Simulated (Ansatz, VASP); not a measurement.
# One calculation of Bi, two programs

```xyz
2
Lattice="4.5085 0.0000 0.0000 -2.2543 3.9045 0.0000 0.0000 0.0000 11.7496" Properties=species:S:1:pos:R:3 pbc="T T T"
Bi    0.0000    2.6030    2.9374
Bi    2.2543    1.3015    8.8122
```

Change from the starting cell: volume scaled by 0.98, crystal datasets.

Alike in both runs: task electric field gradients; functional PBEsol; k mesh 9 × 9 × 3; occupations fermi-dirac, width 0.03 eV; no spin polarisation.

```csv
,VASP,Ansatz
version,VASP 6.6.1,Ansatz 0.2.0
potentials or method,"VASP PAW PBE potentials, release 64 (Bi_d), cutoff 520 eV","all-electron PAW with datasets made for the crystal, scalar-relativistic"
```

|  | VASP | Ansatz | Ansatz less VASP |
| --- | --- | --- | --- |
| pressure (GPa) | -3.7 | -3.7 | +0.03 |
| traceless stress, the component that is largest in VASP (GPa) | 3.25 | 3.25 | -0.001 |
| size of Vzz on the site where it differs most (V/Å²) | 121.3 | 111.4 | -9.84 |

VASP's potentials were made for PBE, not for PBEsol. Ansatz ran all-electron here, and VASP with PAW potentials. Ansatz's warnings: printed levels off.

Spin-orbit coupling is off throughout.
